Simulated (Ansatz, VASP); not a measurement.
## BeCd3S2 in VASP and in Ansatz

```
Be Cd S
1.0
     2.48379   -4.39267    0.00000
     2.48379    4.39267    0.00000
     0.00000    0.00000    6.31694
Be Cd S
1 3 2
Direct
  0.00000 0.00000 0.00000
  0.50000 0.50000 0.50000
  0.66834 0.33166 0.00000
  0.33166 0.66834 0.00000
  0.50000 0.00000 0.50000
  0.00000 0.50000 0.50000
```

Change from the starting cell: species swapped into the TbCo2Ni3 type (Cmmm, No. 65).

Alike in both runs: functional PBE; k mesh 10 × 10 × 6; occupations gaussian, width 0.1 eV; no spin polarisation.

Ansatz relaxed the structure, and its values are those at the end. VASP's run is a single point on that final structure, the one shown.

|  | VASP | Ansatz |
| --- | --- | --- |
| version | VASP 6.6.1 | Ansatz 0.2.0 |
| potentials or method | VASP PAW PBE potentials, release 64 (Be, Cd, S), cutoff 520 eV | scalar-relativistic, plane waves, PAW |
| valence electrons in the cell | 50 | 74 |

|  | VASP | Ansatz | Ansatz less VASP |
| --- | --- | --- | --- |
| gap on the k mesh at the Fermi level (eV) | none | none | - |
| pressure (GPa) | 0.3 | 0.0 | -0.24 |

A gap of «none» marks a metal or a gap that the smearing closes. VASP's potentials hold 50 valence electrons a cell and Ansatz's 74, so a difference there can come from the potentials and not from the codes.
